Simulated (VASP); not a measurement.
Runs of VASP 6.6.1 on BN. The structure is that of space group F-43m (No. 216), or close to it. The cells are those of the table. 

```tsv
cell	gap on the mesh (eV)	pressure (GPa)	largest force (eV/Å)
a = 2.564, b = 2.596 Å, angles 59.6, 59.2, 59.6°, 2 atoms	4.36	0.1	0.04
a = 2.564, b = 2.602 Å, angles 59.5, 59.0, 59.5°, 2 atoms	4.34	0.2	0.04
a = 2.564, b = 2.570 Å, angles 59.9, 59.8, 59.9°, 2 atoms	(b)	-0.2	0.01
a = 2.564, b = 2.513 Å, angles 60.7, 61.3, 60.7°, 2 atoms	4.27	0.6	(a)
a = 2.564, b = 2.538 Å, angles 60.3, 60.7, 60.3°, 2 atoms	4.39	0.0	0.03
a = 2.564, b = 2.609 Å, angles 59.4, 58.8, 59.4°, 2 atoms	4.31	(d)	0.05
a = 2.564, b = 2.583 Å, angles 59.8, 59.5, 59.8°, 2 atoms	(c)	-0.1	0.02
a = 2.564, b = 2.577 Å, angles 59.8, 59.7, 59.8°, 2 atoms	4.42	-0.1	0.01
```

Alike in all rows: task single point; level PBE; potentials or basis VASP PAW PBE potentials, release 64 (B, N); no spin polarisation; k mesh 12 × 12 × 12; cutoff (eV) 520; smearing gaussian 0.05 eV.

Q: Estimate the missing entries.

A: (a) 0.06; (b) 4.44; (c) 4.41; (d) 0.4.

A k mesh can miss the band edges.
